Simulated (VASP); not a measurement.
# Yb (Fm-3m) in VASP: further runs, part 2 of 3

VASP 6.6.1.

## Step 3: Single point, PBE, collinear spin, ferromagnetic start

This run uses another cell than the first one, of 42.93 Å³/atom.

The input, INCAR:

```
SYSTEM = Yb
PREC = Accurate ; ENCUT = 520
EDIFF = 1E-6 ; ISMEAR = -1
SIGMA = 0.05 ; LREAL = .False.
LASPH = .True. ; NELM = 150
ALGO = Fast ; ISIF = 2
LWAVE = .False. ; LCHARG = .False.
ISPIN = 2 ; MAGMOM = 1
LORBIT = 11 ; LMAXMIX = 6
GGA = PE ; NBANDS = 22
```

The input, KPOINTS:

```
regular mesh
0
Gamma
  8 8 8
  0 0 0
```

The input, POSCAR:

```
Yb
1.0
    0.0000000000      2.7791975606      2.7791975606
    2.7791975606      0.0000000000      2.7791975606
    2.7791975606      2.7791975606      0.0000000000
Yb
1
Direct
    0.0000000000      0.0000000000      0.0000000000
```

Potentials or basis: VASP PAW PBE potentials, release 64 (Yb).

Run with:

```sh
$ cat potpaw_PBE.64/Yb/POTCAR > POTCAR
$ mpirun -np 1 vasp_std > vasp.out
```

OUTCAR:

```text
SYSTEM = Yb
   PREC = Accurate
   ENCUT = 520
   EDIFF = 1E-6
   ISMEAR = -1
   LREAL = .False.
   LASPH = .True.
   NELM = 150
   ISIF = 2
   ISPIN = 2
   LORBIT = 11
   GGA = PE

 ion  position               nearest neighbor table
   1  0.000  0.000  0.000-

  LATTYP: Found a face centered cubic cell.
 ALAT       =     5.5583951212

  Lattice vectors:

 A1 = (   0.0000000000,   2.7791975606,   2.7791975606)
 A2 = (   2.7791975606,   0.0000000000,   2.7791975606)
 A3 = (   2.7791975606,   2.7791975606,   0.0000000000)

Analysis of symmetry for initial positions (statically):
=====================================================================
 Subroutine PRICEL returns:
 Original cell was already a primitive cell.

 Routine SETGRP: Setting up the symmetry group for a
 face centered cubic supercell.

 Subroutine GETGRP returns: Found 48 space group operations
 (whereof 48 operations were pure point group operations)
 out of a pool of 48 trial point group operations.

The static configuration has the point symmetry O_h .

Analysis of symmetry for dynamics (positions and initial velocities):
=====================================================================
 Subroutine PRICEL returns:
 Original cell was already a primitive cell.

 Routine SETGRP: Setting up the symmetry group for a
 face centered cubic supercell.

 Subroutine GETGRP returns: Found 48 space group operations
 (whereof 48 operations were pure point group operations)
 out of a pool of 48 trial point group operations.

The dynamic configuration has the point symmetry O_h .

Analysis of structural, dynamic, and magnetic symmetry:
=====================================================================
 Subroutine PRICEL returns:
 Original cell was already a primitive cell.

 Routine SETGRP: Setting up the symmetry group for a
 face centered cubic supercell.

 Subroutine GETGRP returns: Found 48 space group operations
 (whereof 48 operations were pure point group operations)
 out of a pool of 48 trial point group operations.

The overall configuration has the point symmetry O_h .

 Subroutine INISYM returns: Found 48 space group operations
 (whereof 48 operations are pure point group operations),
 and found     1 'primitive' translations

----------------------------------------------------------------------------------------

                                     Primitive cell

  volume of cell :      42.9327

  direct lattice vectors                    reciprocal lattice vectors
     0.000000000  2.779197561  2.779197561    -0.179908045  0.179908045  0.179908045
     2.779197561  0.000000000  2.779197561     0.179908045 -0.179908045  0.179908045
     2.779197561  2.779197561  0.000000000     0.179908045  0.179908045 -0.179908045

  length of vectors
     3.930378883  3.930378883  3.930378883     0.311609875  0.311609875  0.311609875

  position of ions in fractional coordinates (direct lattice)
     0.000000000  0.000000000  0.000000000

  ion indices of the primitive-cell ions
   primitive index   ion index
                 1           1

----------------------------------------------------------------------------------------

 KPOINTS: regular mesh

Automatic generation of k-mesh.
 Grid dimensions read from file:
[... 53 lines left out ...]
   NGX,Y,Z   is equivalent  to a cutoff of  12.69, 12.69, 12.69 a.u.
   NGXF,Y,Z  is equivalent  to a cutoff of  25.38, 25.38, 25.38 a.u.
 SYSTEM =  Yb
   PREC   = accura    normal or accurate (medium, high low for compatibility)
   ISTART =      0    job   : 0-new  1-cont  2-samecut
   ICHARG =      2    charge: 1-file 2-atom 10-const
   ISPIN  =      2    spin polarized calculation?
   LNONCOLLINEAR =      F non collinear calculations
   LSORBIT =      F    spin-orbit coupling
   LASPH  =      T    aspherical Exc in radial PAW
   ENCUT  =  520.0 eV  38.22 Ry    6.18 a.u.   7.31  7.31  7.31*2*pi/ulx,y,z
   NELM   =    150;   NELMIN=  2; NELMDL= -5     # of ELM steps
   EDIFF  = 0.1E-05   stopping-criterion for ELM
   LREAL  =      F    real-space projection
   EDIFFG = 0.1E-04   stopping-criterion for IOM
   NSW    =      0    number of steps for IOM
   IBRION =     -1    ionic relax: 0-MD 1-quasi-New 2-CG
   NFREE  =      0    steps in history (QN), initial steepest desc. (CG)
   ISIF   =      2    stress and relaxation
   ISYM   =      2    0-nonsym 1-usesym 2-fastsym
   POTIM  = 0.5000    time-step for ionic-motion
   TEBEG  =    0.0;   TEEND  =   0.0 temperature during run
   PSTRESS=    0.0 pullay stress
   NELECT =      24.0000    total number of electrons
   NUPDOWN=      -1.0000    fix difference up-down
   EMIN   =  10.00;   EMAX   =-10.00  energy-range for DOS
   EFERMI =   0.00;   METHOD = LEGACY
   ISMEAR =    -1;   SIGMA  =   0.05  broadening in eV -4-tet -1-fermi 0-gaus
   EFERMI_NEDOS =   21; number of points for ismear=-14 and -15
   IALGO  =     68    algorithm
   IMIX   =      4    mixing-type and parameters
     AMIX     =   0.40;   BMIX     =  1.00
     AMIX_MAG =   1.60;   BMIX_MAG =  1.00
  volume/ion in A,a.u.               =      42.93       289.72
  Fermi-wavevector in a.u.,A,eV,Ry     =   1.348598  2.548481 24.745139  1.818716
  Thomas-Fermi vector in A             =   2.476254
   LORBIT       =     11    0 simple, 1 ext, 2 COOP (PROOUT), +10 PAW based schemes
   GGA     = PE    functional components
   LHFCALC =     F    Hartree Fock is set to
   AEXX    =    0.0000 exact exchange contribution
   IVDW    =     0    specifies the selected vdW correction
   LEPSILON=     F    determine dielectric tensor
   LRPA    =     F    only Hartree local field effects (RPA)
 spin polarized calculation
 RMM-DIIS sequential band-by-band and
  energy-cutoff  :      520.00
  volume of cell :       42.93
 maximum number of plane-waves:      1174
 NGX is ok and might be reduce to    30
   NGX = 15   NGY = 15   NGZ = 15

 number of electron      24.0000012 magnetization       0.1023535

 number of electron      24.0000012 magnetization      -0.0010488

 Free energy of the ion-electron system (eV)
  ---------------------------------------------------
  ext. energy  EPLUGINS =         0.00000000
  ---------------------------------------------------
  free energy    TOTEN  =        -3.50115339 eV

  energy without entropy =       -3.48474674  energy(sigma->0) =       -3.49295007

 E-fermi :   1.0512     XC(G=0):  -8.6980

 val. band max:        0.9586109096   @ k =  -0.3750   0.3750   0.0000
 cond. band min:       1.0619409607   @ k =  -0.3750   0.2500   0.1250
 fundamental gap:      0.1033300511
 Fermi energy:         1.0511710186

 spin component 1

 k-point     1 :       0.0000    0.0000    0.0000
  band No.  band energies     occupation
      1     -50.8191      1.00000
      2     -23.0989      1.00000
      3     -23.0989      1.00000
      4     -23.0989      1.00000
      5      -3.7194      1.00000
      6       0.6376      0.99974
[... 589 lines left out ...]
     21      11.7923      0.00000
     22      16.4277      0.00000

 [... further k-points ...]

 spin component 2

 k-point     1 :       0.0000    0.0000    0.0000
  band No.  band energies     occupation
      1     -50.8198      1.00000
      2     -23.0994      1.00000
      3     -23.0994      1.00000
      4     -23.0994      1.00000
      5      -3.7185      1.00000
      6       0.6354      0.99976
[... 589 lines left out ...]
     21      11.7932      0.00000
     22      16.4265      0.00000

 [... further k-points ...]

------------------------ aborting loop because EDIFF is reached ----------------------------------------

  FORCE on cell =-STRESS in cart. coord.  units (eV):
  Direction    XX          YY          ZZ          XY          YZ          ZX
  --------------------------------------------------------------------------------------
  -------------------------------------------------------------------------------------
  Total       -1.0379943     -1.0379943     -1.0379943     -0.0000000      0.0000000     -0.0000000
  in kB      -38.7362241    -38.7362241    -38.7362241     -0.0000000      0.0000000     -0.0000000
  external PRESSURE =     -38.7362241 kB  Pullay stress =       0.0000000 kB

 VOLUME and BASIS-vectors are now :
 -----------------------------------------------------------------------------
  energy-cutoff  :      520.00
  volume of cell :       42.93
      direct lattice vectors                 reciprocal lattice vectors
     0.000000000  2.779197561  2.779197561    -0.179908045  0.179908045  0.179908045
     2.779197561  0.000000000  2.779197561     0.179908045 -0.179908045  0.179908045
     2.779197561  2.779197561  0.000000000     0.179908045  0.179908045 -0.179908045

 POSITION                                       TOTAL-FORCE (eV/Angst)
 -----------------------------------------------------------------------------------
      0.00000      0.00000      0.00000        -0.000000      0.000000      0.000000
 -----------------------------------------------------------------------------------
    total drift:                               -0.000000     -0.000000      0.000000

  FREE ENERGIE OF THE ION-ELECTRON SYSTEM (eV)
  ---------------------------------------------------
  free  energy   TOTEN  =        -3.5011533878 eV

  energy  without entropy=       -3.4847467429  energy(sigma->0) =       -3.49295007

 total charge

# of ion       s       p       d       f       tot
--------------------------------------------------
    1        2.210   5.977   0.191  13.659  22.038

 magnetization (x)

# of ion       s       p       d       f       tot
--------------------------------------------------
    1       -0.000   0.000   0.000  -0.001  -0.001
```

It took 3.8 min on 1 thread of Intel Xeon 6975P-C (Granite Rapids), shared host; peak memory 0.23 GiB.

What came out:

```yaml
Free_energy: -3.5012 eV
Pressure: -3.9 GPa
Band_gap_on_the_k_mesh: zero (filled and empty bands overlap)
Net_moment: 0.00 μB per cell
Valence_electrons_inside_the_program's_atomic_spheres: Yb 22.04
```

Levels at points of the mesh, in eV from the Fermi level:
Spin up:
```tsv
k point	band 10	band 11	band 12	band 13	band 14	band 15
(0.00, 0.00, 0.00)	-0.28	-0.28	-0.28	2.69	2.69	2.69
(0.50, 0.00, 0.00)	-0.29	-0.29	-0.28	0.08	2.51	2.51
(0.50, 0.50, 0.00)	-0.31	-0.30	-0.30	0.34	1.24	5.74
```
Spin down:
| k point | band 9 | band 10 | band 11 | band 12 | band 13 | band 14 | band 15 | band 16 |
| --- | --- | --- | --- | --- | --- | --- | --- | --- |
| (0.00, 0.00, 0.00) | -0.35 | -0.28 | -0.28 | -0.28 | 2.69 | 2.69 | 2.70 | 4.46 |
| (0.50, 0.00, 0.00) | -0.36 | -0.29 | -0.29 | -0.28 | 0.08 | 2.56 | 2.59 | 5.73 |
| (0.50, 0.50, 0.00) | -0.35 | -0.31 | -0.30 | -0.30 | 0.34 | 1.29 | 5.74 | 5.97 |

Caveat: the cell stands under tension; spin-orbit coupling is left out, which moves the levels of the heavy elements.

## Step 4: Single point, PBE, collinear spin, ferromagnetic start

This run uses another cell than the first one, of 43.76 Å³/atom.

The input, INCAR:

```
SYSTEM = Yb
ALGO = Fast
EDIFF = 1E-6
ENCUT = 520
GGA = PE
ISIF = 2
ISMEAR = -1
ISPIN = 2
LASPH = .True.
LCHARG = .True.
LELF = .True.
LMAXMIX = 6
LORBIT = 11
LREAL = .False.
LVHAR = .True.
LWAVE = .False.
MAGMOM = 1
NBANDS = 22
NELM = 150
PREC = Accurate
SIGMA = 0.05
```

The input, KPOINTS:

```
k-points
0
Gamma
  8 8 8
  0 0 0
```

The input, POSCAR:

```
Yb
1.0
    0.0000000000      2.7968999332      2.7968999332
    2.7968999332      0.0000000000      2.7968999332
    2.7968999332      2.7968999332      0.0000000000
Yb
1
Direct
    0.0000000000      0.0000000000      0.0000000000
```

Run with:

```sh
$ cat potpaw_PBE.64/Yb/POTCAR > POTCAR
$ mpirun -np 1 vasp_std > vasp.out
```

It took 3.1 min on 1 thread of Intel Xeon 6975P-C (Granite Rapids), shared host; peak memory 0.23 GiB.

It converged, with:

```yaml
Free_energy: -3.4869 eV
Pressure: 1.6 GPa
Band_gap_on_the_k_mesh: zero (filled and empty bands overlap)
Net_moment: 0.00 μB per cell
Valence_electrons_inside_the_program's_atomic_spheres: Yb 22.03
```

Levels at points of the mesh, in eV from the Fermi level:
Spin up:
```tsv
k point	band 9	band 10	band 11	band 12	band 13	band 14	band 15	band 16
(0.00, 0.00, 0.00)	-0.34	-0.27	-0.27	-0.27	2.68	2.68	2.68	4.41
(0.50, 0.00, 0.00)	-0.35	-0.28	-0.28	-0.27	0.06	2.50	2.50	5.66
(0.50, 0.50, 0.00)	-0.34	-0.30	-0.29	-0.29	0.36	1.33	5.67	5.82
```
Spin down:
```tsv
k point	band 10	band 11	band 12	band 13	band 14	band 15
(0.00, 0.00, 0.00)	-0.27	-0.27	-0.27	2.68	2.68	2.68
(0.50, 0.00, 0.00)	-0.28	-0.28	-0.27	0.06	2.50	2.50
(0.50, 0.50, 0.00)	-0.30	-0.29	-0.29	0.36	2.03	5.67
```

Caveat: spin-orbit coupling is left out, which moves the levels of the heavy elements.

(Continued in part 3 of 3.)

The gap in the log of VASP goes by the Fermi energy; the results here count the filled bands.